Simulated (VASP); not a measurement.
# Mg8H in VASP: a series of runs, part 2 of 2

VASP 6.6.1. The steps go on from the part before.

## (4) Single point, PBE

INCAR reads:

```
ALGO = Normal ; DIPOL = 0.5 0.5 0.321
EDIFF = 1E-7 ; ENCUT = 520
GGA = PE ; IDIPOL = 3
ISIF = 2 ; ISMEAR = 0
LASPH = True ; LCHARG = False
LDIPOL = True ; LREAL = False
LWAVE = False ; NBANDS = 18
NELM = 100 ; PREC = Accurate
SIGMA = 0.1
```

KPOINTS reads:

```
k-points
0
Gamma
  4 5 1
```

POSCAR reads:

```
Mg8H
1.0
    6.4201385733      0.0000000000      0.0000000000
    0.0000000000      5.1379129567      0.0000000000
    0.0000000000      0.0000000000     19.1644777330
Mg H
8 1
Direct
    0.0000000000      0.7500000000      0.2087194890
    0.5000000000      0.7500000000      0.2087194890
    0.2500000000      0.2500000000      0.2570728643
    0.7500000000      0.2500000000      0.2570728643
    0.2500000000      0.7500000000      0.3587181927
    0.7500000000      0.7500000000      0.3587181927
    0.0000000000      0.2500000000      0.3999314690
    0.5000000000      0.2500000000      0.3999314690
    0.1250000000      0.7500000000      0.4441366997
```

Potentials or basis: VASP PAW PBE potentials, release 64 (Mg, H).

Started as:

```console
$ cat potpaw_PBE.64/Mg/POTCAR potpaw_PBE.64/H/POTCAR > POTCAR
$ mpirun -np 1 vasp_std > vasp.out
```

OUTCAR:

```text
EDIFF = 1E-7
   ENCUT = 520
   GGA = PE
   ISIF = 2
   ISMEAR = 0
   LASPH = True
   LREAL = False
   NELM = 100
   PREC = Accurate

 ion  position               nearest neighbor table
   1  0.000  0.750  0.209-   3 3.17   4 3.17   3 3.17   4 3.17   2 3.21   2 3.21   6 3.29   5 3.29

   2  0.500  0.750  0.209-   3 3.17   4 3.17   3 3.17   4 3.17   1 3.21   1 3.21   6 3.29   5 3.29

   3  0.250  0.250  0.257-   1 3.17   2 3.17   1 3.17   2 3.17   7 3.17   8 3.17   4 3.21   4 3.21
                             5 3.22   5 3.22
   4  0.750  0.250  0.257-   1 3.17   2 3.17   1 3.17   2 3.17   7 3.17   8 3.17   3 3.21   3 3.21
                             6 3.22   6 3.22
   5  0.250  0.750  0.359-   9 1.82   8 3.13   7 3.13   7 3.13   8 3.13   6 3.21   6 3.21   3 3.22
                             3 3.22   2 3.29   1 3.29
   6  0.750  0.750  0.359-   7 3.13   8 3.13   7 3.13   8 3.13   5 3.21   5 3.21   4 3.22   4 3.22
                             1 3.29   2 3.29
   7  0.000  0.250  0.400-   5 3.13   6 3.13   5 3.13   6 3.13   3 3.17   4 3.17   8 3.21   8 3.21

   8  0.500  0.250  0.400-   5 3.13   6 3.13   5 3.13   6 3.13   3 3.17   4 3.17   7 3.21   7 3.21

   9  0.125  0.750  0.444-   5 1.82

[... 385 lines left out ...]

------------------------ aborting loop because EDIFF is reached ----------------------------------------

 vacuum level on the upper side and lower side of the slab       (xc-potential included)        -0.006        -0.171

  FORCE on cell =-STRESS in cart. coord.  units (eV):
  Direction    XX          YY          ZZ          XY          YZ          ZX
  --------------------------------------------------------------------------------------
  -------------------------------------------------------------------------------------
  Total       -2.1553845     -2.5913372     -1.0787899      0.0000000      0.0000000     -0.6928235
  in kB       -5.4626982     -6.5675951     -2.7341309      0.0000000      0.0000000     -1.7559212
  external PRESSURE =      -4.9214747 kB  Pullay stress =       0.0000000 kB

 VOLUME and BASIS-vectors are now :
 -----------------------------------------------------------------------------
  energy-cutoff  :      520.00
  volume of cell :      632.16
      direct lattice vectors                 reciprocal lattice vectors
     6.420138573  0.000000000  0.000000000     0.155759878  0.000000000  0.000000000
     0.000000000  5.137912957  0.000000000     0.000000000  0.194631557  0.000000000
     0.000000000  0.000000000 19.164477733     0.000000000  0.000000000  0.052179872

 POSITION                                       TOTAL-FORCE (eV/Angst)
 -----------------------------------------------------------------------------------
      0.00000      3.85343      4.00000         0.033971      0.000000      0.252503
      3.21007      3.85343      4.00000        -0.039698      0.000000      0.193688
      1.60503      1.28448      4.92667        -0.085665      0.000000     -0.024948
      4.81510      1.28448      4.92667         0.148615      0.000000     -0.089998
      1.60503      3.85343      6.87465         0.188846      0.000000     -0.237871
      4.81510      3.85343      6.87465         0.000812      0.000000     -0.075843
      0.00000      1.28448      7.66448         0.140811      0.000000      0.050487
      3.21007      1.28448      7.66448         0.074484      0.000000     -0.075068
      0.80252      3.85343      8.51165        -0.462177      0.000000      0.007051
 -----------------------------------------------------------------------------------
    total drift:                                0.000213      0.000000     -0.000092

  FREE ENERGIE OF THE ION-ELECTRON SYSTEM (eV)
  ---------------------------------------------------
  free  energy   TOTEN  =       -12.3529445960 eV

  energy  without entropy=      -12.3253468879  energy(sigma->0) =      -12.33914574

 vacuum level on the upper side and lower side of the slab         1.924         1.755
```

stdout:

```text
POSCAR found type information on POSCAR MgH
 POSCAR found :  2 types and       9 ions
 scaLAPACK will be used
 LDA part: xc-table for (Slater+PW92), standard interpolation
 POSCAR, INCAR and KPOINTS ok, starting setup
 FFT: planning ... GRIDC
 FFT: planning ... GRID_SOFT
 FFT: planning ... GRID
 WAVECAR not read
 entering main loop
```

Run time: 8.5 min. Hardware: 1 thread of Intel Xeon 8259CL, shared host; peak memory 0.59 GiB.

What came out:

- Free energy: -12.3529 eV
- Largest force: 0.462 eV/Å
- Band gap on the k mesh: zero (an odd number of electrons rules out a gap without spin polarisation)

Forces on the atoms (eV/Å):
```
Mg   0.034  0.000  0.253
Mg  -0.040  0.000  0.194
Mg  -0.086  0.000 -0.025
Mg   0.149  0.000 -0.090
Mg   0.189  0.000 -0.238
Mg   0.001  0.000 -0.076
Mg   0.141  0.000  0.050
Mg   0.074  0.000 -0.075
H   -0.462  0.000  0.007
```

## (5) Single point, PBE

INCAR reads:

```
SYSTEM = Mg8H
ALGO = Normal
DIPOL = 0.5 0.5 0.320
EDIFF = 1E-6
ENCUT = 520
GGA = PE
IDIPOL = 3
ISIF = 2
ISMEAR = 0
LASPH = .True.
LCHARG = .False.
LDIPOL = .True.
LREAL = .False.
LWAVE = .False.
NBANDS = 18
NELM = 100
PREC = Accurate
SIGMA = 0.1
```

KPOINTS reads:

```
k-points
0
Gamma
  4 5 1
  0 0 0
```

Edit POSCAR of step 4 so:

```diff
@@ -16,2 +16,2 @@
     0.5000000000      0.2500000000      0.3999314690
-    0.1250000000      0.7500000000      0.4441366997
+    0.2500000000      0.5000000000      0.4331868681
```

Potentials or basis: VASP PAW PBE potentials, release 64 (Mg, H).

Started as:

```console
$ cat potpaw_PBE.64/Mg/POTCAR potpaw_PBE.64/H/POTCAR > POTCAR
$ mpirun -np 1 vasp_std > vasp.out
```

OUTCAR:

```text
SYSTEM = Mg8H
   EDIFF = 1E-6
   ENCUT = 520
   GGA = PE
   ISIF = 2
   ISMEAR = 0
   LASPH = .True.
   LREAL = .False.
   NELM = 100
   PREC = Accurate

 ion  position               nearest neighbor table
   1  0.000  0.750  0.209-   3 3.17   4 3.17   3 3.17   4 3.17   2 3.21   2 3.21   6 3.29   5 3.29

   2  0.500  0.750  0.209-   3 3.17   4 3.17   3 3.17   4 3.17   1 3.21   1 3.21   6 3.29   5 3.29

   3  0.250  0.250  0.257-   1 3.17   2 3.17   1 3.17   2 3.17   7 3.17   8 3.17   4 3.21   4 3.21
                             5 3.22   5 3.22
   4  0.750  0.250  0.257-   1 3.17   2 3.17   1 3.17   2 3.17   7 3.17   8 3.17   3 3.21   3 3.21
[... 407 lines left out ...]
  external PRESSURE =      -5.0938729 kB  Pullay stress =       0.0000000 kB

 VOLUME and BASIS-vectors are now :
 -----------------------------------------------------------------------------
  energy-cutoff  :      520.00
  volume of cell :      632.16
      direct lattice vectors                 reciprocal lattice vectors
     6.420138573  0.000000000  0.000000000     0.155759878  0.000000000  0.000000000
     0.000000000  5.137912957  0.000000000     0.000000000  0.194631557  0.000000000
     0.000000000  0.000000000 19.164477733     0.000000000  0.000000000  0.052179872

 POSITION                                       TOTAL-FORCE (eV/Angst)
 -----------------------------------------------------------------------------------
      0.00000      3.85343      4.00000         0.034970     -0.048999      0.198229
      3.21007      3.85343      4.00000        -0.034970     -0.048999      0.198229
      1.60503      1.28448      4.92667         0.000000     -0.024821     -0.189891
      4.81510      1.28448      4.92667         0.000000      0.117433     -0.142776
      1.60503      3.85343      6.87465         0.000000      0.136115     -0.088358
      4.81510      3.85343      6.87465         0.000000     -0.010041     -0.041171
      0.00000      1.28448      7.66448         0.120034      0.169591      0.034765
      3.21007      1.28448      7.66448        -0.120034      0.169591      0.034765
      1.60503      2.56896      8.30180         0.000000     -0.459869     -0.003793
 -----------------------------------------------------------------------------------
    total drift:                               -0.000000      0.000044     -0.000142

  FREE ENERGIE OF THE ION-ELECTRON SYSTEM (eV)
  ---------------------------------------------------
  free  energy   TOTEN  =       -12.7452449037 eV

  energy  without entropy=      -12.7179039935  energy(sigma->0) =      -12.73157445

 vacuum level on the upper side and lower side of the slab         1.837         1.799
```

OSZICAR:

```text
N       E                     dE             d eps       ncg     rms          rms(c)
DAV:   1     0.377966408318E+02    0.37797E+02   -0.37214E+03   324   0.564E+02
DAV:   2    -0.103407529492E+02   -0.48137E+02   -0.44316E+02   438   0.824E+01
DAV:   3    -0.136675400852E+02   -0.33268E+01   -0.32608E+01   474   0.227E+01
[... 14 lines left out ...]
DAV:  18    -0.127452152599E+02   -0.50879E-04   -0.25835E-06   350   0.558E-03    0.184E-03
DAV:  19    -0.127452359124E+02   -0.20653E-04   -0.10990E-06   342   0.451E-03    0.540E-04
DAV:  20    -0.127452417060E+02   -0.57936E-05   -0.31136E-07   324   0.205E-03    0.356E-04
DAV:  21    -0.127452445824E+02   -0.28764E-05   -0.17721E-07   284   0.158E-03    0.281E-04
DAV:  22    -0.127452449037E+02   -0.32131E-06   -0.42268E-08   328   0.923E-04
   1 F= -.12745245E+02 E0= -.12731574E+02  d E =-.273409E-01
```

Run time: 8.4 min. Hardware: 1 thread of Intel Xeon 8259CL, shared host; peak memory 0.59 GiB.

Results:

| Property | Result |
| --- | --- |
| Free energy | -12.7452 eV |
| Largest force | 0.460 eV/Å |
| Band gap on the k mesh | zero (an odd number of electrons rules out a gap without spin polarisation) |

Forces on the atoms (eV/Å):
```
Mg   0.035 -0.049  0.198
Mg  -0.035 -0.049  0.198
Mg   0.000 -0.025 -0.190
Mg   0.000  0.117 -0.143
Mg   0.000  0.136 -0.088
Mg   0.000 -0.010 -0.041
Mg   0.120  0.170  0.035
Mg  -0.120  0.170  0.035
H    0.000 -0.460 -0.004
```

## (6) Single point, PBE

INCAR reads:

```
ALGO = Normal
DIPOL = 0.5 0.5 0.326
EDIFF = 1E-7
ENCUT = 520
GGA = PE
IDIPOL = 3
ISIF = 2
ISMEAR = 0
LASPH = True
LCHARG = True
LDIPOL = True
LELF = True
LREAL = False
LVACPOTAV = True
LVHAR = True
LWAVE = False
NBANDS = 18
NELM = 80
PREC = Accurate
SIGMA = 0.1
```

KPOINTS reads:

```
k-points
0
Gamma
  4 5 1
```

Edit POSCAR of step 5 so:

```diff
@@ -16,2 +16,2 @@
     0.5000000000      0.2500000000      0.3999314690
-    0.2500000000      0.5000000000      0.4331868681
+    0.0000000000      0.3750000000      0.4854934237
```

Potentials or basis: VASP PAW PBE potentials, release 64 (Mg, H).

Started as:

```console
$ cat potpaw_PBE.64/Mg/POTCAR potpaw_PBE.64/H/POTCAR > POTCAR
$ mpirun -np 1 vasp_std > vasp.out
```

Run time: 9.6 min. Hardware: 1 thread of Intel Xeon 8259CL, shared host; peak memory 0.59 GiB.

The run converged. Its results:

```yaml
Free_energy: -12.1268 eV
Largest_force: 0.259 eV/Å
Band_gap_on_the_k_mesh: zero (an odd number of electrons rules out a gap without spin polarisation)
```

Forces in eV/Å, atoms in the order of the input:
```
Mg   0.000 -0.059  0.203
Mg   0.000 -0.077  0.247
Mg  -0.035  0.055 -0.054
Mg   0.035  0.055 -0.054
Mg   0.063  0.026 -0.076
Mg  -0.063  0.026 -0.076
Mg   0.000 -0.162 -0.038
Mg   0.000 -0.044 -0.135
H    0.000  0.182 -0.017
```

Levels at points of the mesh, in eV from the Fermi level:
| k point | band 6 | band 7 | band 8 | band 9 | band 10 | band 11 | band 12 | band 13 |
| --- | --- | --- | --- | --- | --- | --- | --- | --- |
| (0.00, 0.00, 0.00) | -0.75 | -0.50 | -0.49 | -0.07 | 0.37 | 1.26 | 1.93 | 2.28 |
| (0.50, 0.00, 0.00) | -0.11 | 0.08 | 0.10 | 0.73 | 0.76 | 0.95 | 1.71 | 1.72 |

## (7) Summary

```csv
cell,gap on the mesh (eV),largest force (eV/Å)
"as given, atomic positions A",none,0.58
"as given, atomic positions B",none,0.42
"as given, atomic positions C",none,0.46
"as given, atomic positions D",none,0.46
"as given, atomic positions E",none,0.26
```

Alike in all rows: task single point; level PBE; potentials or basis VASP PAW PBE potentials, release 64 (Mg, H); no spin polarisation; k mesh 4 × 5 × 1; cutoff (eV) 520; smearing gaussian 0.1 eV.

Absolute energies hang on the potentials; compare differences alone.
